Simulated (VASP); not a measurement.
A run of VASP 6.6.1 is set up as follows.

File POSCAR:

```
TaRu
1.0
    3.1870000000      0.0000000000      0.0000000000
    0.0000000000      3.1870000000      0.0000000000
    0.0000000000      0.0000000000      3.1870000000
Ta Ru
1 1
Direct
    0.5000000000      0.5000000000      0.5000000000
    0.0000000000      0.0000000000      0.0000000000
```

Contents of INCAR.step1:

```
SYSTEM = TaRu
ALGO = Normal
EDIFF = 1E-5
EDIFFG = -0.005
ENCUT = 660
GGA = PE
GGA_COMPAT = .False.
IBRION = 2
ISIF = 3
ISMEAR = 1
LASPH = .True.
LCHARG = .False.
LREAL = .False.
LWAVE = .True.
NELM = 120
NELMIN = 4
NSW = 100
PREC = Accurate
SIGMA = 0.1
```

The input INCAR.step2:

```
SYSTEM = TaRu
ALGO = Normal
EDIFF = 1E-7
EDIFFG = -0.01
ENCUT = 660
GGA_COMPAT = .False.
IBRION = 2
ISIF = 3
ISMEAR = 1
ISTART = 1
LASPH = .True.
LCHARG = .False.
LMIXTAU = .True.
LREAL = .False.
LWAVE = .False.
METAGGA = R2SCAN
NELM = 120
NELMIN = 4
NSW = 80
PREC = Accurate
SIGMA = 0.1
```

The input KPOINTS:

```
Automatic mesh
0
Gamma
  4 4 4
  0.5 0.5 0.5
```

Potentials or basis: VASP PAW PBE potentials, release 64 (Ta_sv_GW, Ru_sv).

Launch:

```bash
$ cat potpaw_PBE.64/Ta_sv_GW/POTCAR potpaw_PBE.64/Ru_sv/POTCAR > POTCAR
$ cp INCAR.step1 INCAR
$ mpirun -np 1 vasp_std > vasp.out
$ cp INCAR.step2 INCAR
$ mpirun -np 1 vasp_std > vasp.out
```

(1) What does it give for the space group after relaxing (to 0.05 Å)?

(2) Estimate the relaxed cell.

(3) What does it give for the relaxed volume?

## Answers

(1) Pm-3m (No. 221).

(2) a = 3.146 Å, b = 3.146 Å, c = 3.146 Å, α = 90.00°, β = 90.00°, γ = 90.00°.

(3) 15.57 Å³/atom.

Caveat: the k points lie up to 0.50 Å⁻¹ apart in the final cell; the PAW data sets were made with another functional, which shifts forces and pressure a little.
